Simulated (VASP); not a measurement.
# Sn4F (Pm-3m) in VASP: a series of runs, part 2 of 2

VASP 6.6.1.

### 3 Relaxation of cell and atoms, PBE

This run uses another cell than the first one, of 25.44 Å³/atom, 0.982 times its volume.

The input, INCAR:

```
SYSTEM = Sn4F
PREC = Accurate ; ENCUT = 600
EDIFF = 1E-7 ; ISMEAR = 0
SIGMA = 0.1 ; LREAL = .FALSE.
LASPH = .TRUE. ; NELM = 100
ALGO = Normal ; ISIF = 3
LWAVE = .FALSE. ; LCHARG = .FALSE.
GGA = PE ; IBRION = 2
NSW = 100 ; EDIFFG = -0.01
```

The input, KPOINTS:

```
Automatic mesh
0
G
  8 8 8
  0 0 0
```

The input, POSCAR:

```
Sn4F
1.0
    5.0291923142      0.0000000000      0.0000000000
    0.0000000000      5.0291923142      0.0000000000
    0.0000000000      0.0000000000      5.0291923142
Sn F
4 1
Direct
    0.0000000000      0.5000000000      0.5000000000
    0.5000000000      0.0000000000      0.5000000000
    0.5000000000      0.5000000000      0.0000000000
    0.0000000000      0.0000000000      0.0000000000
    0.5000000000      0.5000000000      0.5000000000
```

Potentials or basis: VASP PAW PBE potentials, release 64 (Sn_d, F).

Command:

```sh
cat potpaw_PBE.64/Sn_d/POTCAR potpaw_PBE.64/F/POTCAR > POTCAR
mpirun -np 1 vasp_std > vasp.out
```

OUTCAR:

```text
SYSTEM = Sn4F
   PREC = Accurate
   ENCUT = 600
   EDIFF = 1E-7
   ISMEAR = 0
   LREAL = .FALSE.
   LASPH = .TRUE.
   NELM = 100
   ISIF = 3
   GGA = PE
   IBRION = 2
   NSW = 100
   EDIFFG = -0.01

 ion  position               nearest neighbor table
   1  0.000  0.500  0.500-   5 2.51   5 2.51   4 3.56   2 3.56   3 3.56   4 3.56   2 3.56   4 3.56
                             4 3.56   2 3.56   3 3.56   3 3.56   3 3.56   2 3.56
   2  0.500  0.000  0.500-   5 2.51   5 2.51   4 3.56   1 3.56   3 3.56   4 3.56   1 3.56   3 3.56
                             3 3.56   3 3.56   1 3.56   4 3.56   4 3.56   1 3.56
   3  0.500  0.500  0.000-   5 2.51   5 2.51   4 3.56   1 3.56   1 3.56   2 3.56   2 3.56   2 3.56
                             4 3.56   2 3.56   1 3.56   4 3.56   1 3.56   4 3.56
   4  0.000  0.000  0.000-   1 3.56   2 3.56   3 3.56   1 3.56   2 3.56   1 3.56   3 3.56   1 3.56
                             2 3.56   3 3.56   2 3.56   3 3.56
   5  0.500  0.500  0.500-   1 2.51   2 2.51   3 2.51   3 2.51   2 2.51   1 2.51

  LATTYP: Found a simple cubic cell.
 ALAT       =     5.0291923142

  Lattice vectors:

 A1 = (   5.0291923142,   0.0000000000,   0.0000000000)
 A2 = (   0.0000000000,   5.0291923142,   0.0000000000)
 A3 = (   0.0000000000,   0.0000000000,   5.0291923142)

Analysis of symmetry for initial positions (statically):
=====================================================================
 Subroutine PRICEL returns:
 Original cell was already a primitive cell.

 Routine SETGRP: Setting up the symmetry group for a
 simple cubic supercell.

 Subroutine GETGRP returns: Found 48 space group operations
 (whereof 48 operations were pure point group operations)
 out of a pool of 48 trial point group operations.

The static configuration has the point symmetry O_h .

Analysis of symmetry for dynamics (positions and initial velocities):
=====================================================================
 Subroutine PRICEL returns:
 Original cell was already a primitive cell.

 Routine SETGRP: Setting up the symmetry group for a
 simple cubic supercell.

 Subroutine GETGRP returns: Found 48 space group operations
 (whereof 48 operations were pure point group operations)
 out of a pool of 48 trial point group operations.

The dynamic configuration has the point symmetry O_h .

 Subroutine INISYM returns: Found 48 space group operations
 (whereof 48 operations are pure point group operations),
 and found     1 'primitive' translations

----------------------------------------------------------------------------------------

                                     Primitive cell

  volume of cell :     127.2022

  direct lattice vectors                    reciprocal lattice vectors
     5.029192314  0.000000000  0.000000000     0.198839085  0.000000000  0.000000000
     0.000000000  5.029192314  0.000000000     0.000000000  0.198839085  0.000000000
     0.000000000  0.000000000  5.029192314     0.000000000  0.000000000  0.198839085

  length of vectors
     5.029192314  5.029192314  5.029192314     0.198839085  0.198839085  0.198839085

  position of ions in fractional coordinates (direct lattice)
     0.000000000  0.500000000  0.500000000
     0.500000000  0.000000000  0.500000000
     0.500000000  0.500000000  0.000000000
[... 40 lines left out ...]
  0.125000  0.000000  0.000000      6.000000
  0.250000  0.000000  0.000000      6.000000
  0.375000  0.000000  0.000000      6.000000
  0.500000  0.000000  0.000000      3.000000
  0.125000  0.125000  0.000000     12.000000
[... 16 lines left out ...]
  0.375000  0.375000  0.125000     24.000000
  0.500000  0.375000  0.125000     24.000000
 [... further k-points ...]
   k-points           NKPTS =     35   k-points in BZ     NKDIM =     35   number of bands    NBANDS=     37
   number of dos      NEDOS =    301   number of ions     NIONS =      5
   total plane-waves  NPLWV =  64000
   dimension x,y,z NGX =    40 NGY =   40 NGZ =   40
   dimension x,y,z NGXF=    80 NGYF=   80 NGZF=   80
   ions per type =               4   1
   NGX,Y,Z   is equivalent  to a cutoff of  13.22, 13.22, 13.22 a.u.
   NGXF,Y,Z  is equivalent  to a cutoff of  26.44, 26.44, 26.44 a.u.
 SYSTEM =  Sn4F
   PREC   = accura    normal or accurate (medium, high low for compatibility)
   ISTART =      0    job   : 0-new  1-cont  2-samecut
   ICHARG =      2    charge: 1-file 2-atom 10-const
   ISPIN  =      1    spin polarized calculation?
   LNONCOLLINEAR =      F non collinear calculations
   LSORBIT =      F    spin-orbit coupling
   LASPH  =      T    aspherical Exc in radial PAW
   ENCUT  =  600.0 eV  44.10 Ry    6.64 a.u.  10.04 10.04 10.04*2*pi/ulx,y,z
   NELM   =    100;   NELMIN=  2; NELMDL= -5     # of ELM steps
   EDIFF  = 0.1E-06   stopping-criterion for ELM
   LREAL  =      F    real-space projection
   EDIFFG = -.1E-01   stopping-criterion for IOM
   NSW    =    100    number of steps for IOM
   IBRION =      2    ionic relax: 0-MD 1-quasi-New 2-CG
   NFREE  =      1    steps in history (QN), initial steepest desc. (CG)
   ISIF   =      3    stress and relaxation
   ISYM   =      2    0-nonsym 1-usesym 2-fastsym
   POTIM  = 0.5000    time-step for ionic-motion
   TEBEG  =    0.0;   TEEND  =   0.0 temperature during run
   PSTRESS=    0.0 pullay stress
   NELECT =      63.0000    total number of electrons
   NUPDOWN=      -1.0000    fix difference up-down
   EMIN   =  10.00;   EMAX   =-10.00  energy-range for DOS
   EFERMI =   0.00;   METHOD = LEGACY
   ISMEAR =     0;   SIGMA  =   0.10  broadening in eV -4-tet -1-fermi 0-gaus
   EFERMI_NEDOS =   21; number of points for ismear=-14 and -15
   IALGO  =     38    algorithm
   IMIX   =      4    mixing-type and parameters
     AMIX     =   0.40;   BMIX     =  1.00
     AMIX_MAG =   1.60;   BMIX_MAG =  1.00
  volume/ion in A,a.u.               =      25.44       171.68
  Fermi-wavevector in a.u.,A,eV,Ry     =   1.295259  2.447685 22.826454  1.677697
  Thomas-Fermi vector in A             =   2.426790
   LORBIT       =      0    0 simple, 1 ext, 2 COOP (PROOUT), +10 PAW based schemes
   GGA     = PE    functional components
   LHFCALC =     F    Hartree Fock is set to
   AEXX    =    0.0000 exact exchange contribution
   IVDW    =     0    specifies the selected vdW correction
   LEPSILON=     F    determine dielectric tensor
   LRPA    =     F    only Hartree local field effects (RPA)
 conjugate gradient relaxation of ions
 non-spin polarized calculation
 Gauss-broadening in eV      SIGMA  =   0.10
  energy-cutoff  :      600.00
  volume of cell :      127.20
 maximum number of plane-waves:      4272
   NGX = 21   NGY = 21   NGZ = 21

--------------------------------------- Ionic step        1  -------------------------------------------

 number of electron      63.0000048 magnetization

 Free energy of the ion-electron system (eV)
  ---------------------------------------------------
  ext. energy  EPLUGINS =         0.00000000
  ---------------------------------------------------
  free energy    TOTEN  =       -18.91879926 eV

  energy without entropy =      -18.90166859  energy(sigma->0) =      -18.91023392

------------------------ aborting loop because EDIFF is reached ----------------------------------------

  FORCE on cell =-STRESS in cart. coord.  units (eV):
  Direction    XX          YY          ZZ          XY          YZ          ZX
  --------------------------------------------------------------------------------------
  -------------------------------------------------------------------------------------
  Total        0.6561740      0.6561740      0.6561740      0.0000000      0.0000000     -0.0000000
  in kB        8.2648484      8.2648484      8.2648484      0.0000000      0.0000000     -0.0000000
  external PRESSURE =       8.2648484 kB  Pullay stress =       0.0000000 kB
[... 65 lines left out ...]
--------------------------------------- Ionic step        3  -------------------------------------------

 number of electron      63.0000071 magnetization

 Free energy of the ion-electron system (eV)
  ---------------------------------------------------
  ext. energy  EPLUGINS =         0.00000000
  ---------------------------------------------------
  free energy    TOTEN  =       -18.92446916 eV

  energy without entropy =      -18.90855081  energy(sigma->0) =      -18.91650999

 E-fermi :   6.8184     XC(G=0):  -9.9041

 val. band max:        6.8052834620   @ k =   0.5000   0.2500   0.1250
 cond. band min:       6.8711787736   @ k =   0.3750   0.0000   0.0000
 fundamental gap:      0.0658953116
 Fermi energy:         6.8184494661

 k-point     1 :       0.0000    0.0000    0.0000
  band No.  band energies     occupation
      1     -18.3392      2.00000
      2     -15.0626      2.00000
      3     -15.0626      2.00000
      4     -15.0626      2.00000
      5     -15.0000      2.00000
      6     -15.0000      2.00000
[... 949 lines left out ...]
     36       9.7188      0.00000
     37      10.2815      0.00000

 [... further k-points ...]
[... 5 lines left out ...]
  --------------------------------------------------------------------------------------
  -------------------------------------------------------------------------------------
  Total       -0.0068035     -0.0068035     -0.0068035     -0.0000000     -0.0000000      0.0000000
  in kB       -0.0842174     -0.0842174     -0.0842174     -0.0000000     -0.0000000      0.0000000
  external PRESSURE =      -0.0842174 kB  Pullay stress =       0.0000000 kB
[... 20 lines left out ...]
  FREE ENERGIE OF THE ION-ELECTRON SYSTEM (eV)
  ---------------------------------------------------
  free  energy   TOTEN  =       -18.9244691602 eV

  energy  without entropy=      -18.9085508136  energy(sigma->0) =      -18.91650999

 reached required accuracy - stopping structural energy minimisation
```

OSZICAR:

```text
N       E                     dE             d eps       ncg     rms          rms(c)
DAV:   1     0.747907838427E+03    0.74791E+03   -0.33703E+04  2676   0.280E+03
[... 30 lines left out ...]
DAV:   1    -0.189261495636E+02   -0.17257E-02   -0.37890E-02  3080   0.229E+00    0.242E-01
DAV:   2    -0.189247221246E+02    0.14274E-02   -0.31895E-03  3011   0.634E-01    0.922E-02
DAV:   3    -0.189244896066E+02    0.23252E-03   -0.74017E-04  3020   0.302E-01    0.284E-02
DAV:   4    -0.189244689066E+02    0.20700E-04   -0.11394E-04  3550   0.972E-02    0.133E-02
DAV:   5    -0.189244665492E+02    0.23574E-05   -0.17416E-05  3203   0.312E-02    0.385E-03
DAV:   6    -0.189244692467E+02   -0.26975E-05   -0.64762E-06  2771   0.191E-02    0.191E-03
DAV:   7    -0.189244691602E+02    0.86464E-07   -0.19184E-07  2171   0.294E-03
   3 F= -.18924469E+02 E0= -.18916510E+02  d E =-.566990E-02
```

Run time: 3.6 min. Hardware: 1 thread of AMD EPYC 9R45 (Zen 5), shared host; peak memory 0.31 GiB.

What came out:

```
Free energy                            : -18.9245 eV
Relaxed volume                         : 25.89 Å³/atom
Relaxed cell                           : a = 5.058 Å, b = 5.058 Å, c = 5.058 Å, α = 90.00°, β = 90.00°, γ = 90.00°
Space group after relaxing (to 0.05 Å) : Pm-3m (No. 221)
Energy gained by relaxing              : 1.1 meV/atom
Ionic steps                            : 3
Pressure after relaxing                : 0.0 GPa
```

The path:
| step | energy change (eV) | largest force (eV/Å) | pressure (GPa) | volume (Å³) |
| --- | --- | --- | --- | --- |
| 1 | 0.0000 | 0.0000 | 0.83 | 127.20 |
| 2 | -0.0056 | 0.0000 | -0.07 | 129.63 |
| 3 | -0.0057 | 0.0000 | -0.01 | 129.43 |

Final structure:
```
CELL_PARAMETERS angstrom
5.05840 0.00000 0.00000
0.00000 5.05840 0.00000
0.00000 0.00000 5.05840
ATOMIC_POSITIONS crystal
Sn 0.00000 0.50000 0.50000
Sn 0.50000 0.00000 0.50000
Sn 0.50000 0.50000 0.00000
Sn 0.00000 0.00000 0.00000
F 0.50000 0.50000 0.50000
```

Levels at points of the mesh, in eV from the Fermi level:
| k point | band 29 | band 30 | band 31 | band 32 | band 33 | band 34 | band 35 | band 36 |
| --- | --- | --- | --- | --- | --- | --- | --- | --- |
| (0.00, 0.00, 0.00) | -2.21 | -2.21 | -2.21 | 1.62 | 1.62 | 1.62 | 3.11 | 3.11 |
| (0.50, 0.00, 0.00) | -1.51 | -1.51 | -0.27 | -0.27 | -0.12 | 1.10 | 2.11 | 2.15 |
| (0.50, 0.50, 0.00) | -0.96 | -0.78 | -0.78 | -0.07 | -0.07 | 0.16 | 0.36 | 2.34 |
| (0.50, 0.50, 0.50) | -3.95 | -3.95 | -3.95 | -1.92 | 4.14 | 4.14 | 4.60 | 4.60 |

Caveat: spin-orbit coupling is left out, which moves the levels of the heavy elements; an odd number of electrons without spin polarisation forces a metal; a magnetic or distorted state may lie lower.
